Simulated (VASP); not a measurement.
Input of a VASP 6.6.1 run:

File INCAR:

```
ALGO     = Normal         # electronic algorithm
EDIFF    = 1E-7           # SCF threshold, eV
ENCUT    = 520            # plane-wave cutoff, eV
GGA      = PE             # functional
ISIF     = 2              # what is computed and relaxed
ISMEAR   = -1             # smearing method
ISPIN    = 2              # spin polarisation
LASPH    = True           # aspherical terms in the spheres
LCHARG   = False          # write CHGCAR
LDAU     = True           # DFT+U
LDAUJ    = 0 0          
LDAUL    = 2 -1           # shell
LDAUPRINT= 1            
LDAUTYPE = 2            
LDAUU    = 6 0            # U, eV
LMAXMIX  = 4              # l up to which the mixer works
LORBIT   = 11             # projections on sites
LREAL    = False          # projectors in reciprocal space
LWAVE    = False          # write WAVECAR
MAGMOM   = 1.6 -1.6 0 0   # initial moments
NBANDS   = 28             # bands
NELM     = 150            # most SCF steps
PREC     = Accurate       # precision mode
SIGMA    = 0.15           # smearing width, eV
```

The input KPOINTS:

```
k-points
0
Gamma
  3 3 3
```

The input POSCAR:

```
NiO
1.0
   -3.9522051000     -0.1020713100      3.7358122600
    0.0854228000      1.9579661000      1.9022932800
   -2.0873250200      2.0348009300     -0.1622576300
Ni O
2 2
Direct
    0.7139890000      0.1005700000      0.7370600000
    1.2336490000      0.0862820000      0.7551790000
    0.9953630000      0.6362950000      1.1801460000
    1.4916730000      0.5723850000      1.2484990000
```

Potentials or basis: VASP PAW PBE potentials, release 64 (Ni, O).

Command:

```bash
$ cat potpaw_PBE.64/Ni/POTCAR potpaw_PBE.64/O/POTCAR > POTCAR
$ mpirun -np 1 vasp_std > vasp.out
```

(1) What does it give for the site moments?

(2) What does it give for the net moment?

## Answers

(1) Ni +1.70, -1.69; O -0.02, +0.02 μB.

(2) 0.00 μB per cell.

Caveat: the k points lie up to 0.89 Å⁻¹ apart.
